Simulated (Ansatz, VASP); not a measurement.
# Two plane-wave programs on WC

File INCAR:

```
  PREC = Accurate
  ENCUT = 520
  EDIFF = 1E-6
  ISMEAR = 0
  SIGMA = 0.15
  LREAL = F
  LASPH = T
  NELM = 100
  ALGO = Normal
  ISIF = 2
  LWAVE = F
  LCHARG = T
  GGA = PE
  LELF = T
  LVHAR = T
  NBANDS = 16
```

File KPOINTS:

```
regular mesh
0
Gamma
  24 24 22
```

File POSCAR:

```
WC
1.0
    2.9217716510      0.0000000000      0.0000000000
   -1.4608858255      2.6315416128      0.0000000000
    0.0000000000      0.0000000000      2.8470758829
W C
1 1
Direct
    0.0000000000      0.0000000000      0.0000000000
    0.6666666667      0.3333333333      0.5000000000
```

Input for Ansatz:

```yaml
crystal:
  lattice:
    - [2.921771651, 0.0, 0.0]
    - [-1.4608858255, 2.6315416128, 0.0]
    - [0.0, 0.0, 2.8470758829]
  atoms:
    - { symbol: W, position: [0.0, 0.0, 0.0] }
    - { symbol: C, position: [0.6666666667, 0.3333333333, 0.5] }
basis:
  ecutwfc: 420
kpoints:
  mp_grid: { grid: [24, 24, 22] }
hamiltonian:
  xc: pbe
scf:
  occupations: { method: gaussian, width: 0.15 }
output:
  forces: true
  stress: true
  eigenvalues: true
```

Change from the starting cell: strain +0.0400 x Voigt [0, 1, 0, 0, 0, 0], atoms carried along.

Alike in both runs: task single point; functional PBE; k mesh 24 × 24 × 22; occupations gaussian, width 0.15 eV; no spin polarisation.

|  | VASP | Ansatz |
| --- | --- | --- |
| version | VASP 6.6.1 | Ansatz 0.2.0 |
| potentials or method | VASP PAW PBE potentials, release 64 (W_sv, C), cutoff 520 eV | scalar-relativistic, plane waves, PAW |
| valence electrons in the cell | 18 | 18 |

Ansatz gave:

| Quantity | Value |
| --- | --- |
| gap on the k mesh at the Fermi level (eV) | none |
| pressure (GPa) | -12.8 |
| traceless stress, the component that is largest in VASP (GPa) | -12.15 |
| rms of the force components (eV/Å) | 0.069 |

Question: Estimate VASP's values.

Answer: gap on the k mesh at the Fermi level (eV): none; pressure (GPa): -11.9; traceless stress, the component that is largest in VASP (GPa): -12.28; rms of the force components (eV/Å): 0.071.

Atom by atom the forces differ by 0.002 eV/Å (rms over components). A gap of «none» marks a metal or a gap that the smearing closes.

Spin-orbit coupling is off throughout.
